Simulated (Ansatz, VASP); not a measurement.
**Two plane-wave programs on EuS3**

Contents of INCAR:

```
SYSTEM = EuS3
PREC = Accurate ; ENCUT = 520
EDIFF = 1E-6 ; ISMEAR = 0
SIGMA = 0.1 ; LREAL = .False.
LASPH = .True. ; NELM = 150
ALGO = Normal ; ISIF = 2
LWAVE = .False. ; LCHARG = .True.
ISPIN = 2 ; MAGMOM = 7 0 0 0
LORBIT = 11 ; LMAXMIX = 6
GGA = PE ; LELF = .True.
LVHAR = .True. ; NBANDS = 30
```

File KPOINTS:

```
regular mesh
0
Gamma
  4 4 4
  0 0 0
```

POSCAR

```
EuS3
1.0
    4.4426920500      0.0000000000      0.0000000000
    0.0000000000      4.4426920500      0.0000000000
    0.0000000000      0.0000000000      4.4426920500
Eu S
1 3
Direct
    0.0000000000      0.0000000000      0.0000000000
    0.5000000000      0.5000000000      0.0000000000
    0.5000000000      0.0000000000      0.5000000000
    0.0000000000      0.5000000000      0.5000000000
```

Input for Ansatz:

```yaml
crystal:
  lattice:
    - [4.44269205, 0.0, 0.0]
    - [0.0, 4.44269205, 0.0]
    - [0.0, 0.0, 4.44269205]
  atoms:
    - { symbol: Eu, position: [0.0, 0.0, 0.0], spin: 7.0 }
    - { symbol: S, position: [0.5, 0.5, 0.0] }
    - { symbol: S, position: [0.5, 0.0, 0.5] }
    - { symbol: S, position: [0.0, 0.5, 0.5] }
basis:
  ecutwfc: 420
kpoints:
  mp_grid: { grid: [4, 4, 4] }
hamiltonian:
  xc: pbe
scf:
  occupations: { method: gaussian, width: 0.1 }
  lower_state_search: "off"
output:
  forces: true
  stress: true
  eigenvalues: true
  populations: true
magnetization:
  spin_polarized: true
```

Change from the starting cell: species swapped into the Cu3Sb type (Pm-3m, No. 221).

Alike in both runs: task single point; functional PBE; k mesh 4 × 4 × 4; occupations gaussian, width 0.1 eV; collinear spin.

|  | VASP | Ansatz |
| --- | --- | --- |
| version | VASP 6.6.1 | Ansatz 0.2.0 |
| potentials or method | VASP PAW PBE potentials, release 64 (Eu, S), cutoff 520 eV | scalar-relativistic, plane waves, PAW |
| valence electrons in the cell | 35 | 35 |

VASP gave:

* gap on the k mesh at the Fermi level (eV): none
* pressure (GPa): -6.3
* net moment per atom (μB): 1.57
* size of the moment on the site where the two differ most (μB): 6.37

Q: Which values does Ansatz return?

A: gap on the k mesh at the Fermi level (eV): none; pressure (GPa): -6.2; net moment per atom (μB): 1.57; size of the moment on the site where the two differ most (μB): 6.55.

Site moments also hang on the region over which each program counts them. A gap of «none» marks a metal or a gap that the smearing closes. The functional is the same, so the differences come from potentials, cutoffs and numerics.

Neither program's run includes spin-orbit coupling.
